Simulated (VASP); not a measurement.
C, 4 atoms in the cell. The structure is trigonal, space group R-3m (No. 166). The conventional cell has a = 2.466 Å, b = 2.466 Å, c = 24.848 Å, α = 90.00°, β = 90.00°, γ = 120.00°. Within 1.9 Å of C (site symmetry 3m) lie 3 C at 1.42 Å. Within 1.9 Å of C (site symmetry 3m) lie 3 C at 1.42 Å. 

| Item | Value |
| --- | --- |
| Program | VASP 6.6.1 |
| Task | single point |
| Functional | r2SCAN |
| Potentials or basis | VASP PAW PBE potentials, release 64 (C) |
| Cutoff | 520 eV |
| k mesh | 10 × 10 × 10 |
| Occupations | fermi-dirac, width 0.1 eV |
| Spin | no spin polarisation |
| Dipole correction | no |
| Further INCAR settings | ALGO = Normal; EDIFF = 1e-06; NBANDS = 16 |

Potentials or basis: VASP PAW PBE potentials, release 64 (C).

The run is started by

```bash
$ cat potpaw_PBE.64/C/POTCAR > POTCAR
$ cp INCAR.step1 INCAR
$ mpirun -np 1 vasp_std > vasp.out
$ cp INCAR.step2 INCAR
$ mpirun -np 1 vasp_std > vasp.out
```

Hardware: 1 thread of Intel(R) Xeon(R) 6975P-C (Granite Rapids), with other jobs on the host.

**Question.** How long does it take, and how much memory?

**Answer.** Run time: 24 min on 1 thread of Intel(R) Xeon(R) 6975P-C (Granite Rapids), with other jobs on the host, peak memory 0.59 GiB. Counts: k points 116.
